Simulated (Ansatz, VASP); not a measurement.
## SnO2: VASP beside Ansatz

Contents of INCAR:

```
SYSTEM = SnO2
PREC = Accurate
ENCUT = 520
EDIFF = 1E-7
ISMEAR = 0
SIGMA = 0.02
LREAL = .False.
LASPH = .True.
NELM = 80
ALGO = Normal
ISIF = 2
LWAVE = .False.
LCHARG = .False.
GGA = PE
NBANDS = 35
```

File KPOINTS:

```
regular mesh
0
Gamma
  6 6 8
  0 0 0
```

Contents of POSCAR:

```
SnO2
1.0
    4.8037539749      0.0000000000      0.0000000000
    0.0000000000      4.8042249287      0.0000000000
    0.0000000000      0.0000000000      3.2315991448
Sn O
2 4
Direct
    0.5000000000      0.5000000000      0.5000000000
    0.0000000000      0.0000000000      0.0000000000
    0.3062789839      0.3063878403      0.0000000000
    0.8062789839      0.1936121597      0.5000000000
    0.1937210161      0.8063878403      0.5000000000
    0.6937210161      0.6936121597      0.0000000000
```

Input for Ansatz:

```yaml
crystal:
  lattice:
    - [4.8037539749, 0.0, 0.0]
    - [0.0, 4.8042249287, 0.0]
    - [0.0, 0.0, 3.2315991448]
  atoms:
    - { symbol: Sn, position: [0.5, 0.5, 0.5] }
    - { symbol: Sn, position: [0.0, 0.0, 0.0] }
    - { symbol: O, position: [0.3062789839, 0.3063878403, 0.0] }
    - { symbol: O, position: [0.8062789839, 0.1936121597, 0.5] }
    - { symbol: O, position: [0.1937210161, 0.8063878403, 0.5] }
    - { symbol: O, position: [0.6937210161, 0.6936121597, 0.0] }
basis:
  ecutwfc: 420
kpoints:
  mp_grid: { grid: [6, 6, 8] }
  band_path: { path: [VBM, CBM], npoints: 2 }
hamiltonian:
  xc: pbe
scf:
  occupations: { method: gaussian, width: 0.02 }
output:
  forces: true
  stress: true
  eigenvalues: true
checkpoint:
  read: start.run
  write: ck
  compress: false
  write_wavefunctions: false
  write_every: 100000
```

Alike in both runs: task single point; functional PBE; k mesh 6 × 6 × 8; occupations gaussian, width 0.02 eV; no spin polarisation.

```csv
,VASP,Ansatz
version,VASP 6.6.1,Ansatz 0.2.0
potentials or method,"VASP PAW PBE potentials, release 64 (Sn_d, O), cutoff 520 eV","scalar-relativistic, plane waves, PAW"
valence electrons in the cell,52,52
```

|  | VASP | Ansatz | Ansatz less VASP |
| --- | --- | --- | --- |
| gap on the k mesh at the Fermi level (eV) | 0.78 | 0.79 | +0.011 |
| least direct gap on the mesh (eV) | 0.78 | 0.79 | +0.011 |
| pressure (GPa) | 2.7 | 2.0 | -0.62 |
| traceless stress, the component that is largest in VASP (GPa) | 0.21 | 0.02 | -0.194 |
| rms of the force components (eV/Å) | 0.008 | 0.000 | -0.0073 |

Atom by atom the forces differ by 0.007 eV/Å (rms over components). The functional is the same, so the differences come from potentials, cutoffs and numerics.
